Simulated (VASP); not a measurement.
# Be4Se (P-43m) in VASP: further runs, part 2 of 2

VASP 6.6.1.

## Step 5: Relaxation of cell and atoms, PBE

This run uses another cell than the first one, of 41.05 Å³/atom, 3.211 times its volume.

Input file INCAR:

```
PREC = Accurate ; ENCUT = 600
EDIFF = 1E-6 ; ISMEAR = 0
SIGMA = 0.1 ; LREAL = F
LASPH = T ; NELM = 80
ALGO = Normal ; ISIF = 3
LWAVE = F ; LCHARG = F
GGA = PE ; IBRION = 2
NSW = 90 ; EDIFFG = -0.04
```

Input file KPOINTS:

```
regular mesh
0
Gamma
  4 4 4
```

Input file POSCAR:

```
Be4Se
1.0
    5.8989939000      0.0000000000      0.0000000000
    0.0000000000      5.8989939000      0.0000000000
    0.0000000000      0.0000000000      5.8989939000
Be Se
4 1
Direct
    0.2500000000      0.2500000000      0.2500000000
    0.7500000000      0.7500000000      0.2500000000
    0.7500000000      0.2500000000      0.7500000000
    0.2500000000      0.7500000000      0.7500000000
    0.0000000000      0.0000000000      0.0000000000
```

Run with:

```bash
cat potpaw_PBE.64/Be/POTCAR potpaw_PBE.64/Se/POTCAR > POTCAR
mpirun -np 1 vasp_std > vasp.out
```

It took 7.4 min on 1 thread of Intel Xeon 6455B, shared host; peak memory 0.37 GiB.

The run converged. Its results:

```
Free energy                            : -16.6539 eV
Relaxed volume                         : 12.80 Å³/atom
Relaxed cell                           : a = 4.000 Å, b = 4.000 Å, c = 4.000 Å, α = 90.00°, β = 90.00°, γ = 90.00°
Space group after relaxing (to 0.05 Å) : P-43m (No. 215)
Energy gained by relaxing              : 1930.4 meV/atom
Ionic steps                            : 24
Pressure after relaxing                : 0.0 GPa
Band gap on the k mesh                 : zero (band 7 reaches 5.14 eV, above the bottom of band 8 at 1.87 eV)
```

The path:
| step | energy change (eV) | largest force (eV/Å) | pressure (GPa) | volume (Å³) |
| --- | --- | --- | --- | --- |
| 1 | 0.0000 | 0.4333 | -5.55 | 205.27 |
| 2 | -1.5885 | 0.1188 | -7.30 | 165.83 |
| 3 | -3.9238 | 2.3702 | -5.25 | 113.65 |
| 4 | 16.3092 | 29.2934 | 195.72 | 44.50 |
| 5 | -4.2440 | 2.4314 | -5.37 | 110.03 |
| 6 | -2.1394 | 9.2628 | 28.89 | 72.39 |
| 7 | -4.4077 | 2.9383 | -3.70 | 104.19 |
| 8 | -5.4323 | 3.7059 | -0.75 | 89.47 |
| 9 | -6.3460 | 6.7966 | 38.24 | 53.75 |
| 10 | -6.5716 | 6.4009 | 40.77 | 52.17 |
| 11 | -6.8490 | 4.8792 | 51.25 | 47.60 |
| 12 | -7.2417 | 4.3894 | 46.01 | 48.50 |
| 13 | -8.2038 | 3.0979 | 32.37 | 51.25 |
| 14 | -9.3231 | 1.1738 | 12.90 | 57.06 |
| 15 | -9.4386 | 0.9064 | -6.12 | 69.97 |
| 16 | -9.6388 | 0.3488 | -1.03 | 64.77 |
| 17 | -9.6485 | 0.1646 | 0.74 | 63.46 |
| 18 | -9.6478 | 0.2154 | 0.20 | 63.80 |
| 19 | -9.6489 | 0.1907 | 0.09 | 63.90 |
| 20 | -9.6508 | 0.1180 | -0.27 | 64.20 |
| 21 | -9.6498 | 0.0215 | -0.94 | 64.79 |
| 22 | -9.6512 | 0.0678 | -0.51 | 64.41 |
| 23 | -9.6517 | 0.0460 | -0.36 | 64.29 |
| 24 | -9.6522 | 0.0040 | 0.03 | 64.01 |

Final structure:
```cif
data_structure
_symmetry_space_group_name_H-M 'P 1'
_symmetry_Int_Tables_number 1
_cell_length_a 4.0003
_cell_length_b 4.0003
_cell_length_c 4.0003
_cell_angle_alpha 90.000
_cell_angle_beta 90.000
_cell_angle_gamma 90.000
_cell_volume 64.01
loop_
_atom_site_label
_atom_site_type_symbol
_atom_site_fract_x
_atom_site_fract_y
_atom_site_fract_z
_atom_site_occupancy
Be1 Be 0.30841 0.30841 0.30841 1
Be2 Be 0.69159 0.69159 0.30841 1
Be3 Be 0.69159 0.30841 0.69159 1
Be4 Be 0.30841 0.69159 0.69159 1
Se1 Se 0.00000 0.00000 0.00000 1
```

Levels at points of the mesh, in eV from the Fermi level:
| k point | band 5 | band 6 | band 7 | band 8 | band 9 | band 10 |
| --- | --- | --- | --- | --- | --- | --- |
| (0.00, 0.00, 0.00) | -4.26 | -1.36 | -1.36 | 2.72 | 2.72 | 2.72 |
| (0.50, 0.00, 0.00) | -3.77 | -2.72 | 0.31 | 1.59 | 1.59 | 1.59 |
| (0.50, 0.50, 0.00) | -3.58 | -0.15 | -0.15 | 0.67 | 0.79 | 4.01 |
| (0.50, 0.50, 0.50) | -4.52 | -2.96 | -2.96 | -2.96 | 7.48 | 7.48 |

Caveat: the volume moved by over 15 % at a fixed basis, so the end points are rough.

## Step 6: Relaxation of cell and atoms, PBE

Input file INCAR:

```
SYSTEM = Be4Se
  ALGO = Normal
  EDIFF = 1E-6
  EDIFFG = -0.01
  ENCUT = 600
  GGA = PE
  IBRION = 2
  ISIF = 3
  ISMEAR = 0
  LASPH = .True.
  LCHARG = .False.
  LREAL = .False.
  LWAVE = .False.
  NELM = 80
  NSW = 100
  PREC = Accurate
  SIGMA = 0.1
```

Input file KPOINTS:

```
k-points
0
Gamma
  10 10 10
  0 0 0
```

Input file POSCAR:

```
Be4Se
1.0
    3.9985661251      0.0000000000      0.0000000000
    0.0000000000      3.9985661251      0.0000000000
    0.0000000000      0.0000000000      3.9985661251
Be Se
4 1
Direct
    0.3084111929      0.3084111929      0.3084111929
    0.6915888071      0.6915888071      0.3084111929
    0.6915888071      0.3084111929      0.6915888071
    0.3084111929      0.6915888071      0.6915888071
    0.0000000000      0.0000000000      0.0000000000
```

Potentials or basis: VASP PAW PBE potentials, release 64 (Be, Se).

Run with:

```bash
cat potpaw_PBE.64/Be/POTCAR potpaw_PBE.64/Se/POTCAR > POTCAR
mpirun -np 1 vasp_std > vasp.out
```

Run time: 35 s. Hardware: 1 thread of Intel Xeon 6455B, shared host; peak memory 0.21 GiB.

The run converged. Its results:

```
Free energy                            : -16.5910 eV
Relaxed volume                         : 12.83 Å³/atom
Relaxed cell                           : a = 4.003 Å, b = 4.003 Å, c = 4.003 Å, α = 90.00°, β = 90.00°, γ = 90.00°
Space group after relaxing (to 0.05 Å) : P-43m (No. 215)
Energy gained by relaxing              : 0.1 meV/atom
Ionic steps                            : 2
Pressure after relaxing                : 0.0 GPa
Largest force after relaxing           : 0.005 eV/Å
Band gap on the k mesh                 : zero (band 7 reaches 5.13 eV, above the bottom of band 8 at 1.86 eV)
```

Forces in eV/Å, atoms in the order of the input:
```
Be  -0.003 -0.003 -0.003
Be   0.003  0.003 -0.003
Be   0.003 -0.003  0.003
Be  -0.003  0.003  0.003
Se   0.000  0.000  0.000
```

Step by step:
| step | energy change (eV) | largest force (eV/Å) | pressure (GPa) | volume (Å³) |
| --- | --- | --- | --- | --- |
| 1 | 0.0000 | 0.0563 | 0.28 | 63.93 |
| 2 | -0.0004 | 0.0049 | -0.01 | 64.13 |

Final structure:
```xyz
5
Lattice="4.0028 0.0000 0.0000 0.0000 4.0028 0.0000 0.0000 0.0000 4.0028" Properties=species:S:1:pos:R:3 pbc="T T T"
Be    1.2361    1.2361    1.2361
Be    2.7667    2.7667    1.2361
Be    2.7667    1.2361    2.7667
Be    1.2361    2.7667    2.7667
Se    4.0028    4.0028    0.0000
```

Levels at points of the mesh, in eV from the Fermi level:
| k point | band 4 | band 5 | band 6 | band 7 | band 8 | band 9 | band 10 | band 11 |
| --- | --- | --- | --- | --- | --- | --- | --- | --- |
| (0.00, 0.00, 0.00) | -3.97 | -3.97 | -1.05 | -1.05 | 2.99 | 2.99 | 2.99 | 2.99 |
| (0.50, 0.00, 0.00) | -3.64 | -3.48 | -2.43 | 0.61 | 1.87 | 1.87 | 1.90 | 5.16 |
| (0.50, 0.50, 0.00) | -5.41 | -3.29 | 0.14 | 0.14 | 0.96 | 1.07 | 4.30 | 4.30 |
| (0.50, 0.50, 0.50) | -5.61 | -4.25 | -2.66 | -2.66 | -2.66 | 7.76 | 7.76 | 7.76 |

## Step 7: Overview

| task | cell | k mesh | cutoff (eV) | gap on the mesh (eV) | pressure (GPa) | relaxed volume (Å³/atom) |
| --- | --- | --- | --- | --- | --- | --- |
| single point | a = 3.999 Å, 5 atoms | 4 × 4 × 4 | 520 | none | 0.1 | - |
| single point | a = 5.899 Å, 5 atoms | 4 × 4 × 4 | 520 | none | -5.6 | - |
| single point | a = 4.000 Å, 5 atoms | 10 × 10 × 10 | 520 | none | 0.2 | - |
| relaxation of cell and atoms | relaxed from a = 5.899 Å, 5 atoms | 4 × 4 × 4 | 600 | none | 0.0 | 12.80 |
| relaxation of cell and atoms | relaxed from a = 3.999 Å, 5 atoms | 10 × 10 × 10 | 600 | none | 0.0 | 12.83 |

Some of these runs hold the atoms at other places in the same cell, which the table doesn't show; runs alike in all that it shows share one row.

Alike in all rows: level PBE; potentials or basis VASP PAW PBE potentials, release 64 (Be, Se); no spin polarisation; smearing gaussian 0.1 eV.

Caveats: some runs use coarse meshes; the volume moved by over 15 % at a fixed basis, so the end points are rough (some runs).

Absolute energies hang on the potentials; compare differences alone.
